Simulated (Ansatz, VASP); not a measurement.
**Two plane-wave programs on TeS2F2**

```
Te S F
1.0
     4.19902    0.00000    0.00000
    -2.09951    3.63645    0.00000
     0.00000    0.00000    8.42055
Te S F
1 2 2
Direct
  0.00000 0.00000 0.00000
  0.00000 0.00000 0.26112
  0.00000 0.00000 0.73888
  0.33333 0.66667 0.00000
  0.66667 0.33333 0.00000
```

Alike in both runs: task relaxation of cell and atoms; functional PBE; k mesh 12 × 12 × 4; occupations gaussian, width 0.02 eV; no spin polarisation.

```csv
,VASP,Ansatz
version,VASP 6.6.1,Ansatz 0.2.0
potentials or method,"VASP PAW PBE potentials, release 64 (Te, S, F), cutoff 600 eV","scalar-relativistic, plane waves, PAW"
valence electrons in the cell,32,42
```

```csv
,VASP,Ansatz,Ansatz less VASP
relaxed volume (Å³/atom),21.03,25.69,+4.653
relaxed length of the cell vector where the two differ most in proportion (Å),6.952,8.414,+1.4614
```

One of these differences is far larger than is usual between the two programs; its cause wasn't traced. VASP's potentials hold 32 valence electrons a cell and Ansatz's 42, so a difference there can come from the potentials and not from the codes.

Spin-orbit coupling is off throughout. Noted on VASP's run: the volume moved by over 15 % at a fixed basis, so the end points are rough.
